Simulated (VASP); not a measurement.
A run of VASP 6.6.1:

The input INCAR:

```
SYSTEM = Si
ALGO = Normal
EDIFF = 1E-7
ENCUT = 520
GGA = PE
ISIF = 2
ISMEAR = -1
LASPH = .TRUE.
LCHARG = .FALSE.
LREAL = .FALSE.
LWAVE = .FALSE.
NBANDS = 26
NELM = 100
PREC = Accurate
SIGMA = 0.05
```

KPOINTS

```
k-points
0
G
  10 10 10
  0 0 0
```

POSCAR

```
Si
1.0
   -3.3830753448      3.3830753448      3.3830753448
    3.3830753448     -3.3830753448      3.3830753448
    3.3830753448      3.3830753448     -3.3830753448
Si
8
Direct
    0.2004384924      0.2004384924      0.2004384924
    0.5000000000      0.0000000000      0.2995615076
    0.2995615076      0.5000000000      0.0000000000
    0.0000000000      0.2995615076      0.5000000000
    0.7995615076      0.7995615076      0.7995615076
    0.5000000000      0.0000000000      0.7004384924
    0.7004384924      0.5000000000      0.0000000000
    0.0000000000      0.7004384924      0.5000000000
```

Potentials or basis: VASP PAW PBE potentials, release 64 (Si).

Launch:

```sh
$ cat potpaw_PBE.64/Si/POTCAR > POTCAR
$ mpirun -np 1 vasp_std > vasp.out
```

Hardware: 1 thread of Intel(R) Xeon(R) 6975P-C (Granite Rapids), on a shared host.

How long does it take, and how much memory?

Wall time 2.2 min on 1 thread of Intel(R) Xeon(R) 6975P-C (Granite Rapids), with other jobs on the host, peak memory 0.39 GiB. Counts: scf iterations 15, k points 61.
